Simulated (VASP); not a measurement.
The system is Te.

```
Te
1.0
     3.82029   -2.14820    0.00000
     3.82029    2.14820    0.00000
    -0.09429    0.00000    5.97609
Te
3
Direct
  0.00000 0.00000 0.00000
  0.30945 0.30945 0.33881
  0.69055 0.69055 0.66119
```

Base run:

```yaml
Program: VASP 6.6.1
Functional: PBEsol
Potentials_or_basis: VASP PAW PBE potentials, release 64 (Te)
Cutoff: 520 eV
k_mesh: 6 × 6 × 4
Occupations: fermi-dirac, width 0.05 eV
Spin: no spin polarisation
```

Its results: pressure -1.9 GPa; largest force 0.047 eV/Å.

Problem. The run is repeated on the same cell with these changes: functional from PBEsol to r2SCAN; k mesh from 6 × 6 × 4 to 7 × 7 × 5. What comes out?

Solution. Pressure 0.1 GPa; largest force 0.011 eV/Å.

Several settings changed at once, so the effect can't be laid on one alone.

Caveats: the PAW data sets were made with another functional, which shifts forces and pressure a little.
